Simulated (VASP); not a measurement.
# Pt (Fd-3m) in VASP: a series of runs

Runs on Pt. Level: r2SCAN. Tasks: single point.

Program: VASP 6.6.1. These are calculated values, not measurements. Logs are shortened: lines on timing, memory, paths and dates and some standing lists are left out, and cuts for length are marked.

### 1 The cell of the first run

Symmetry: Fd-3m, No. 227, cubic system. The conventional cell has a = 5.738 Å, b = 5.738 Å, c = 5.738 Å, α = 90.00°, β = 90.00°, γ = 90.00°. Within 3.3 Å of Pt (site symmetry -43m) lie 4 Pt at 2.48 Å.

This isn't the form of Pt at room conditions, which is fcc.

### 2 Single point, r2SCAN, collinear spin

The input, POSCAR:

```
Pt
1.0
    0.0000000000      2.8690380874      2.8690380874
    2.8690380874      0.0000000000      2.8690380874
    2.8690380874      2.8690380874      0.0000000000
Pt
2
Direct
    0.1250000000      0.1250000000      0.1250000000
    0.8750000000      0.8750000000      0.8750000000
```

The input, INCAR.step1:

```
SYSTEM = Pt
PREC     = Accurate       ! precision mode
ENCUT    = 520            ! plane-wave cutoff, eV
ISMEAR   = -1             ! smearing method
SIGMA    = 0.05           ! smearing width, eV
LREAL    = .False.        ! projectors in reciprocal space
LASPH    = .True.         ! aspherical terms in the spheres
NELM     = 150            ! most SCF steps
ISPIN    = 2              ! spin polarisation
MAGMOM   = -0.661 -0.661  ! initial moments
LMAXMIX  = 4              ! l up to which the mixer works
NBANDS   = 21             ! bands
GGA      = PE             ! functional
ALGO     = Normal         ! electronic algorithm
EDIFF    = 1E-4           ! SCF threshold, eV
LWAVE    = .True.         ! write WAVECAR
LCHARG   = .False.        ! write CHGCAR
```

The input, INCAR.step2:

```
SYSTEM = Pt
PREC     = Accurate       ! precision mode
ENCUT    = 520            ! plane-wave cutoff, eV
EDIFF    = 1E-7           ! SCF threshold, eV
ISMEAR   = -1             ! smearing method
SIGMA    = 0.05           ! smearing width, eV
LREAL    = .False.        ! projectors in reciprocal space
LASPH    = .True.         ! aspherical terms in the spheres
NELM     = 150            ! most SCF steps
ALGO     = Normal         ! electronic algorithm
ISIF     = 2              ! what is computed and relaxed
LWAVE    = .False.        ! write WAVECAR
LCHARG   = .False.        ! write CHGCAR
ISPIN    = 2              ! spin polarisation
MAGMOM   = -0.661 -0.661  ! initial moments
LORBIT   = 11             ! projections on sites
LMAXMIX  = 4              ! l up to which the mixer works
METAGGA  = R2SCAN         ! meta-GGA
LMIXTAU  = .True.       
NBANDS   = 21             ! bands
ISTART   = 1
```

The input, KPOINTS:

```
regular mesh
0
Gamma
  16 16 16
  0 0 0
```

Potentials or basis: VASP PAW PBE potentials, release 64 (Pt).

Command:

```
$ cat potpaw_PBE.64/Pt/POTCAR > POTCAR
$ cp INCAR.step1 INCAR
$ mpirun -np 1 vasp_std > vasp.out
$ cp INCAR.step2 INCAR
$ mpirun -np 1 vasp_std > vasp.out
```

OUTCAR:

```text
SYSTEM = Pt
   PREC = Accurate
   ENCUT = 520
   EDIFF = 1E-7
   ISMEAR = -1
   LREAL = .False.
   LASPH = .True.
   NELM = 150
   ISIF = 2
   ISPIN = 2
   LORBIT = 11
   METAGGA = R2SCAN
   ISTART = 1

 ion  position               nearest neighbor table
   1  0.125  0.125  0.125-   2 2.48   2 2.48   2 2.48   2 2.48
   2  0.875  0.875  0.875-   1 2.48   1 2.48   1 2.48   1 2.48

  LATTYP: Found a face centered cubic cell.
 ALAT       =     5.7380761748

  Lattice vectors:

 A1 = (   0.0000000000,   2.8690380874,   2.8690380874)
 A2 = (   2.8690380874,   0.0000000000,   2.8690380874)
 A3 = (   2.8690380874,   2.8690380874,   0.0000000000)

Analysis of symmetry for initial positions (statically):
=====================================================================
 Subroutine PRICEL returns:
 Original cell was already a primitive cell.

 Routine SETGRP: Setting up the symmetry group for a
 face centered cubic supercell.

 Subroutine GETGRP returns: Found 48 space group operations
 (whereof 12 operations were pure point group operations)
 out of a pool of 48 trial point group operations.

The static configuration has the point symmetry D_3d.
 The point group associated with its full space group is O_h .

Analysis of symmetry for dynamics (positions and initial velocities):
=====================================================================
 Subroutine PRICEL returns:
 Original cell was already a primitive cell.

 Routine SETGRP: Setting up the symmetry group for a
 face centered cubic supercell.

 Subroutine GETGRP returns: Found 48 space group operations
 (whereof 12 operations were pure point group operations)
 out of a pool of 48 trial point group operations.

The dynamic configuration has the point symmetry D_3d.
 The point group associated with its full space group is O_h .

Analysis of structural, dynamic, and magnetic symmetry:
=====================================================================
 Subroutine PRICEL returns:
 Original cell was already a primitive cell.

 Routine SETGRP: Setting up the symmetry group for a
 face centered cubic supercell.

 Subroutine GETGRP returns: Found 48 space group operations
 (whereof 12 operations were pure point group operations)
 out of a pool of 48 trial point group operations.

The overall configuration has the point symmetry D_3d.
 The point group associated with its full space group is O_h .

 Subroutine INISYM returns: Found 48 space group operations
 (whereof 12 operations are pure point group operations),
 and found     1 'primitive' translations

----------------------------------------------------------------------------------------

                                     Primitive cell

  volume of cell :      47.2323

  direct lattice vectors                    reciprocal lattice vectors
     0.000000000  2.869038087  2.869038087    -0.174274438  0.174274438  0.174274438
     2.869038087  0.000000000  2.869038087     0.174274438 -0.174274438  0.174274438
     2.869038087  2.869038087  0.000000000     0.174274438  0.174274438 -0.174274438

  length of vectors
     4.057432574  4.057432574  4.057432574     0.301852181  0.301852181  0.301852181

  position of ions in fractional coordinates (direct lattice)
     0.125000000  0.125000000  0.125000000
     0.875000000  0.875000000  0.875000000

  ion indices of the primitive-cell ions
   primitive index   ion index
                 1           1
                 2           2

----------------------------------------------------------------------------------------

 KPOINTS: regular mesh

Automatic generation of k-mesh.
 Grid dimensions read from file:
 generate k-points for:   16   16   16

 Generating k-lattice:

  Cartesian coordinates                     Fractional coordinates (reciprocal lattice)
    -0.010892152  0.010892152  0.010892152     0.062500000  0.000000000  0.000000000
     0.010892152 -0.010892152  0.010892152     0.000000000  0.062500000  0.000000000
     0.010892152  0.010892152 -0.010892152     0.000000000  0.000000000  0.062500000

  Length of vectors
     0.018865761  0.018865761  0.018865761

  Shift w.r.t. Gamma in fractional coordinates (k-lattice)
     0.000000000  0.000000000  0.000000000

 Subroutine IBZKPT returns following result:
 ===========================================

 Found    145 irreducible k-points:

 Following reciprocal coordinates:
            Coordinates               Weight
  0.000000  0.000000  0.000000      1.000000
  0.062500  0.000000  0.000000      8.000000
  0.125000  0.000000  0.000000      8.000000
  0.187500  0.000000  0.000000      8.000000
  0.250000  0.000000  0.000000      8.000000
  0.312500  0.000000  0.000000      8.000000
[... 16 lines left out ...]
 -0.125000  0.062500  0.000000     24.000000
 -0.062500  0.062500  0.000000     12.000000
 [... further k-points ...]
   k-points           NKPTS =    145   k-points in BZ     NKDIM =    145   number of bands    NBANDS=     21
[... 30 lines left out ...]
   EMIN   =  10.00;   EMAX   =-10.00  energy-range for DOS
   EFERMI =   0.00;   METHOD = LEGACY
   ISMEAR =    -1;   SIGMA  =   0.05  broadening in eV -4-tet -1-fermi 0-gaus
   EFERMI_NEDOS =   21; number of points for ismear=-14 and -15
   IALGO  =     38    algorithm
   IMIX   =      4    mixing-type and parameters
     AMIX     =   0.40;   BMIX     =  1.00
     AMIX_MAG =   1.60;   BMIX_MAG =  1.00
  volume/ion in A,a.u.               =      23.62       159.37
  Fermi-wavevector in a.u.,A,eV,Ry     =   1.229340  2.323115 20.562154  1.511276
  Thomas-Fermi vector in A             =   2.364231
   LORBIT       =     11    0 simple, 1 ext, 2 COOP (PROOUT), +10 PAW based schemes
   METAGGA = R2SCAN    functional components
   LHFCALC =     F    Hartree Fock is set to
   AEXX    =    0.0000 exact exchange contribution
   IVDW    =     0    specifies the selected vdW correction
   LEPSILON=     F    determine dielectric tensor
   LRPA    =     F    only Hartree local field effects (RPA)
 spin polarized calculation
  energy-cutoff  :      520.00
  volume of cell :       47.23
 maximum number of plane-waves:      1295
   NGX = 15   NGY = 15   NGZ = 15

 number of electron      20.0000005 magnetization      -1.4005005

 Free energy of the ion-electron system (eV)
  ---------------------------------------------------
  ext. energy  EPLUGINS =         0.00000000
  ---------------------------------------------------
  free energy    TOTEN  =      -100.82548925 eV

  energy without entropy =     -100.80572317  energy(sigma->0) =     -100.81560621

 E-fermi :   5.1051     XC(G=0): -11.2823

 val. band max:        5.1018991717   @ k =  -0.3750   0.1875   0.0625
 cond. band min:       5.1068789821   @ k =   0.3750   0.3125   0.0000
 fundamental gap:      0.0049798103
 Fermi energy:         5.1051168381

 spin component 1

 k-point     1 :       0.0000    0.0000    0.0000
  band No.  band energies     occupation
      1      -2.2292      1.00000
      2       0.5374      1.00000
      3       0.5374      1.00000
      4       0.7346      1.00000
      5       0.7346      1.00000
      6       0.7346      1.00000
[... 13 lines left out ...]
     20      19.0252      0.00000
     21      19.0252      0.00000
[... 529 lines left out ...]
 k-point    24 :      -0.0625    0.0625    0.0000
  band No.  band energies     occupation
      1      -2.0680      1.00000
      2       0.3498      1.00000
      3       0.4887      1.00000
      4       0.7290      1.00000
      5       0.8360      1.00000
      6       0.9747      1.00000
[... 13 lines left out ...]
     20      19.2494      0.00000
     21      20.1762      0.00000

 [... further k-points ...]

 spin component 2

 k-point     1 :       0.0000    0.0000    0.0000
  band No.  band energies     occupation
      1      -2.2570      1.00000
      2       0.0828      1.00000
      3       0.0828      1.00000
      4       0.2683      1.00000
      5       0.2683      1.00000
      6       0.2683      1.00000
[... 13 lines left out ...]
     20      18.9220      0.00000
     21      18.9220      0.00000
[... 529 lines left out ...]
 k-point    24 :      -0.0625    0.0625    0.0000
  band No.  band energies     occupation
      1      -2.0972      1.00000
      2      -0.1085      1.00000
      3       0.0304      1.00000
      4       0.2572      1.00000
      5       0.3714      1.00000
      6       0.5104      1.00000
[... 13 lines left out ...]
     20      19.1604      0.00000
     21      19.9847      0.00000

 [... further k-points ...]

------------------------ aborting loop because EDIFF is reached ----------------------------------------

  FORCE on cell =-STRESS in cart. coord.  units (eV):
  Direction    XX          YY          ZZ          XY          YZ          ZX
  --------------------------------------------------------------------------------------
  -------------------------------------------------------------------------------------
  Total        0.0077105      0.0077105      0.0077105     -0.0000000      0.0000000      0.0000000
  in kB        0.2615507      0.2615507      0.2615507     -0.0000000      0.0000000      0.0000000
  external PRESSURE =       0.2615507 kB  Pullay stress =       0.0000000 kB

 VOLUME and BASIS-vectors are now :
 -----------------------------------------------------------------------------
  energy-cutoff  :      520.00
  volume of cell :       47.23
      direct lattice vectors                 reciprocal lattice vectors
     0.000000000  2.869038087  2.869038087    -0.174274438  0.174274438  0.174274438
     2.869038087  0.000000000  2.869038087     0.174274438 -0.174274438  0.174274438
     2.869038087  2.869038087  0.000000000     0.174274438  0.174274438 -0.174274438

 POSITION                                       TOTAL-FORCE (eV/Angst)
 -----------------------------------------------------------------------------------
      0.71726      0.71726      0.71726         0.000000      0.000000      0.000000
      5.02082      5.02082      5.02082        -0.000000     -0.000000     -0.000000
 -----------------------------------------------------------------------------------
    total drift:                               -0.000000      0.000000      0.000000

  FREE ENERGIE OF THE ION-ELECTRON SYSTEM (eV)
  ---------------------------------------------------
  free  energy   TOTEN  =      -100.8254892537 eV

  energy  without entropy=     -100.8057231718  energy(sigma->0) =     -100.81560621

 total charge

# of ion       s       p       d       tot
------------------------------------------
    1        0.739   0.465   8.006   9.211
    2        0.739   0.465   8.006   9.211
--------------------------------------------------
tot          1.478   0.931  16.012  18.421

 magnetization (x)

# of ion       s       p       d       tot
------------------------------------------
    1        0.002   0.008  -0.690  -0.680
    2        0.002   0.008  -0.690  -0.680
--------------------------------------------------
tot          0.004   0.016  -1.380  -1.359
```

Run time: 11 min. Hardware: 1 thread of Intel Xeon 6975P-C (Granite Rapids), shared host; peak memory 0.35 GiB.

What came out:

```yaml
Free_energy: -100.8255 eV
Pressure: 0.0 GPa
Net_moment: -1.40 μB per cell
Site_moments: Pt -0.68 μB
Valence_electrons_inside_the_program's_atomic_spheres: Pt 9.21
```

Caveat: the PAW data sets were made with another functional, which shifts forces and pressure a little; spin-orbit coupling is left out, which moves the levels of the heavy elements.

### 3 Single point, r2SCAN, collinear spin (22.67 Å³/atom)

This run uses another cell than the first one, of 22.67 Å³/atom.

The input, POSCAR:

```
Pt
1.0
    0.0000000000      2.8302625413      2.8302625413
    2.8302625413      0.0000000000      2.8302625413
    2.8302625413      2.8302625413      0.0000000000
Pt
2
Direct
    0.1250000000      0.1250000000      0.1250000000
    0.8750000000      0.8750000000      0.8750000000
```

The input, INCAR.step1:

```
SYSTEM = Pt
ALGO     = Normal         ! electronic algorithm
EDIFF    = 1E-4           ! SCF threshold, eV
ENCUT    = 520            ! plane-wave cutoff, eV
GGA      = PE             ! functional
ISMEAR   = -1             ! smearing method
ISPIN    = 2              ! spin polarisation
LASPH    = .TRUE.         ! aspherical terms in the spheres
LCHARG   = .FALSE.        ! write CHGCAR
LMAXMIX  = 4              ! l up to which the mixer works
LREAL    = .FALSE.        ! projectors in reciprocal space
LWAVE    = .TRUE.         ! write WAVECAR
MAGMOM   = -0.668 -0.668  ! initial moments
NBANDS   = 21             ! bands
NELM     = 150            ! most SCF steps
PREC     = Accurate       ! precision mode
SIGMA    = 0.05           ! smearing width, eV
```

The input, INCAR.step2:

```
SYSTEM = Pt
ALGO     = Normal         ! electronic algorithm
EDIFF    = 1E-7           ! SCF threshold, eV
ENCUT    = 520            ! plane-wave cutoff, eV
ISIF     = 2              ! what is computed and relaxed
ISMEAR   = -1             ! smearing method
ISPIN    = 2              ! spin polarisation
ISTART   = 1            
LASPH    = .TRUE.         ! aspherical terms in the spheres
LCHARG   = .FALSE.        ! write CHGCAR
LMAXMIX  = 4              ! l up to which the mixer works
LMIXTAU  = .TRUE.       
LORBIT   = 11             ! projections on sites
LREAL    = .FALSE.        ! projectors in reciprocal space
LWAVE    = .FALSE.        ! write WAVECAR
MAGMOM   = -0.668 -0.668  ! initial moments
METAGGA  = R2SCAN         ! meta-GGA
NBANDS   = 21             ! bands
NELM     = 150            ! most SCF steps
PREC     = Accurate       ! precision mode
SIGMA    = 0.05           ! smearing width, eV
```

The input, KPOINTS:

```
k-points
0
G
  16 16 16
  0 0 0
```

Potentials or basis: VASP PAW PBE potentials, release 64 (Pt).

Command:

```
$ cat potpaw_PBE.64/Pt/POTCAR > POTCAR
$ cp INCAR.step1 INCAR
$ mpirun -np 1 vasp_std > vasp.out
$ cp INCAR.step2 INCAR
$ mpirun -np 1 vasp_std > vasp.out
```

Wall time 18 min (1 thread of Intel Xeon Platinum 8259CL at 2.50GHz (Skylake/Cascade Lake), shared host); peak memory 0.33 GiB.

It converged, with:

```yaml
Free_energy: -100.7607 eV
Pressure: 4.5 GPa
Band_gap_on_the_k_mesh: zero (filled and empty bands overlap)
Net_moment: 0.00 μB per cell
Valence_electrons_inside_the_program's_atomic_spheres: Pt 9.29
```

Levels at points of the mesh, in eV from the Fermi level:
Spin up:
```tsv
k point	band 6	band 7	band 8	band 9	band 10	band 11	band 12	band 13	band 14	band 15
(0.00, 0.00, 0.00)	-4.85	-2.08	-2.08	-2.08	-0.12	-0.12	11.26	11.29	12.54	12.54
(0.50, 0.00, 0.00)	-4.70	-1.57	-1.57	-1.51	-0.46	-0.46	0.84	8.59	8.59	10.39
(0.50, 0.50, 0.00)	-3.72	-2.82	-2.82	-0.17	-0.17	1.42	1.42	4.09	4.09	10.04
```
Spin down:
```
           k point  band 6  band 7  band 8  band 9  band 10  band 11  band 12  band 13  band 14  band 15
(0.00, 0.00, 0.00)   -4.85   -2.08   -2.08   -2.08    -0.12    -0.12    11.26    11.30    12.54    12.54
(0.50, 0.00, 0.00)   -4.70   -1.57   -1.57   -1.51    -0.46    -0.46     0.84     8.59     8.59    10.39
(0.50, 0.50, 0.00)   -3.72   -2.82   -2.82   -0.17    -0.17     1.42     1.42     4.09     4.09    10.04
```

Caveat: the cell stands under pressure; the PAW data sets were made with another functional, which shifts forces and pressure a little; spin-orbit coupling is left out, which moves the levels of the heavy elements.

### 4 Single point, r2SCAN, collinear spin (21.73 Å³/atom)

This run uses another cell than the first one, of 21.73 Å³/atom.

The input, POSCAR:

```
Pt
1.0
    0.0000000000      2.7903943781      2.7903943781
    2.7903943781      0.0000000000      2.7903943781
    2.7903943781      2.7903943781      0.0000000000
Pt
2
Direct
    0.1250000000      0.1250000000      0.1250000000
    0.8750000000      0.8750000000      0.8750000000
```

The input, INCAR.step1:

```
SYSTEM = Pt
  PREC = Accurate
  ENCUT = 520
  ISMEAR = -1
  SIGMA = 0.05
  LREAL = .False.
  LASPH = .True.
  NELM = 150
  ISPIN = 2
  MAGMOM = -0.668 -0.668
  LMAXMIX = 4
  NBANDS = 21
  GGA = PE
  ALGO = Normal
  EDIFF = 1E-4
  LWAVE = .True.
  LCHARG = .False.
```

The input, INCAR.step2:

```
SYSTEM = Pt
  PREC = Accurate
  ENCUT = 520
  EDIFF = 1E-7
  ISMEAR = -1
  SIGMA = 0.05
  LREAL = .False.
  LASPH = .True.
  NELM = 150
  ALGO = Normal
  ISIF = 2
  LWAVE = .False.
  LCHARG = .True.
  ISPIN = 2
  MAGMOM = -0.668 -0.668
  LORBIT = 11
  LMAXMIX = 4
  METAGGA = R2SCAN
  LMIXTAU = .True.
  LELF = .True.
  LVHAR = .True.
  NBANDS = 21
  ISTART = 1
```

The input, KPOINTS:

```
regular mesh
0
Gamma
  16 16 16
  0 0 0
```

Command:

```
$ cat potpaw_PBE.64/Pt/POTCAR > POTCAR
$ cp INCAR.step1 INCAR
$ mpirun -np 1 vasp_std > vasp.out
$ cp INCAR.step2 INCAR
$ mpirun -np 1 vasp_std > vasp.out
```

It took 7.8 min on 1 thread of Intel Xeon 6975P-C (Granite Rapids), shared host; peak memory 0.33 GiB.

Results (log left out):

```
Free energy                                           : -100.6662 eV
Pressure                                              : 11.7 GPa
Band gap on the k mesh                                : zero (filled and empty bands overlap)
Net moment                                            : 0.00 μB per cell
Valence electrons inside the program's atomic spheres : Pt 9.38
```

Levels at points of the mesh, in eV from the Fermi level:
Spin up:
| k point | band 6 | band 7 | band 8 | band 9 | band 10 | band 11 | band 12 | band 13 | band 14 | band 15 |
| --- | --- | --- | --- | --- | --- | --- | --- | --- | --- | --- |
| (0.00, 0.00, 0.00) | -5.13 | -2.23 | -2.23 | -2.23 | -0.10 | -0.10 | 11.41 | 11.51 | 12.87 | 12.87 |
| (0.50, 0.00, 0.00) | -5.02 | -1.71 | -1.67 | -1.67 | -0.49 | -0.49 | 0.87 | 8.81 | 8.81 | 10.41 |
| (0.50, 0.50, 0.00) | -3.92 | -3.01 | -3.01 | -0.18 | -0.18 | 1.46 | 1.46 | 4.06 | 4.06 | 10.27 |
Spin down:
```tsv
k point	band 8	band 9	band 10	band 11	band 12	band 13
(0.00, 0.00, 0.00)	-2.23	-2.23	-0.10	-0.10	11.41	11.51
(0.50, 0.00, 0.00)	-1.67	-1.67	-0.49	-0.49	0.87	8.81
(0.50, 0.50, 0.00)	-3.01	-0.18	-0.18	1.46	1.46	4.06
```

Caveat: the cell stands under pressure; the PAW data sets were made with another functional, which shifts forces and pressure a little; spin-orbit coupling is left out, which moves the levels of the heavy elements.

### 5 The runs side by side

```csv
cell,gap on the mesh (eV),pressure (GPa),moment (μB)
"a = 4.057 Å, angles 60.0°, 2 atoms",none,0.0,1.40
"a = 4.003 Å, angles 60.0°, 2 atoms",none,4.5,0.00
"a = 3.946 Å, angles 60.0°, 2 atoms",none,11.7,0.00
```

Alike in all rows: task single point; level r2SCAN; potentials or basis VASP PAW PBE potentials, release 64 (Pt); spin collinear; k mesh 16 × 16 × 16; cutoff (eV) 520; smearing fermi-dirac 0.05 eV.

Caveats: the PAW data sets were made with another functional, which shifts forces and pressure a little; spin-orbit coupling is left out, which moves the levels of the heavy elements; the cell stands under pressure (at least some runs).

Absolute energies hang on the potentials; compare differences alone.
